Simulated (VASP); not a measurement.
Y:

```
Y
1.0
     3.67156    0.00000    0.00000
    -1.83578    3.17966    0.00000
     0.00000    0.00000    5.76855
Y
2
Direct
  0.66667 0.33333 0.75000
  0.33333 0.66667 0.25000
```

This cell differs from its parent crystal: volume scaled by 1.02.

Base run:

* Program: VASP 6.6.1
* Functional: PBEsol
* Potentials or basis: VASP PAW PBE potentials, release 64 (Y_sv)
* Cutoff: 520 eV
* k mesh: 8 × 8 × 5
* Occupations: fermi-dirac, width 0.05 eV
* Spin: no spin polarisation

Its results: band gap on the k mesh zero (band 11 reaches 3.59 eV, above the bottom of band 12 at 2.31 eV); pressure -2.8 GPa.

Problem. The run is repeated on the same cell with these changes: functional from PBEsol to PBE. What comes out?

Solution. Band gap on the k mesh zero (band 11 reaches 3.69 eV, above the bottom of band 12 at 2.42 eV); pressure -1.0 GPa.

PBE binds less tightly than PBEsol, so the same cell stands under more pressure.

Caveats: the PAW data sets were made with another functional, which shifts forces and pressure a little (some runs).
